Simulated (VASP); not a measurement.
A run of VASP 6.6.1:

Contents of INCAR:

```
  ALGO = Normal
  EDIFF = 1E-6
  ENCUT = 520
  GGA = PS
  ISIF = 2
  ISMEAR = -1
  ISPIN = 2
  LASPH = True
  LCHARG = False
  LDAU = True
  LDAUJ = 0 0 0
  LDAUL = -1 2 -1
  LDAUPRINT = 1
  LDAUTYPE = 2
  LDAUU = 0 6 0
  LMAXMIX = 4
  LORBIT = 11
  LREAL = False
  LWAVE = False
  MAGMOM = 0 2.5 0 0 0
  NBANDS = 32
  NELM = 150
  PREC = Accurate
  SIGMA = 0.15
```

KPOINTS

```
k-points
0
Gamma
  5 5 5
```

POSCAR

```
KCoF3
1.0
    4.0710000000      0.0000000000      0.0000000000
    0.0000000000      4.0710000000      0.0000000000
    0.0000000000      0.0000000000      4.0710000000
K Co F
1 1 3
Direct
    0.0000000000      0.0000000000      0.0000000000
    0.5000000000      0.5000000000      0.5000000000
    0.0000000000      0.5000000000      0.5000000000
    0.5000000000      0.0000000000      0.5000000000
    0.5000000000      0.5000000000      0.0000000000
```

Potentials or basis: VASP PAW PBE potentials, release 64 (K_sv, Co, F).

Run with:

```sh
$ cat potpaw_PBE.64/K_sv/POTCAR potpaw_PBE.64/Co/POTCAR potpaw_PBE.64/F/POTCAR > POTCAR
$ mpirun -np 1 vasp_std > vasp.out
```

Hardware: 1 thread of Intel(R) Xeon(R) Platinum 8559C (Emerald Rapids), on a shared host.

Task: Estimate the wall time of this run.

Result: Run time: 24 s on 1 thread of Intel(R) Xeon(R) Platinum 8559C (Emerald Rapids) (shared host), peak memory 0.2 GiB. Counts: scf iterations 16, k points 10.
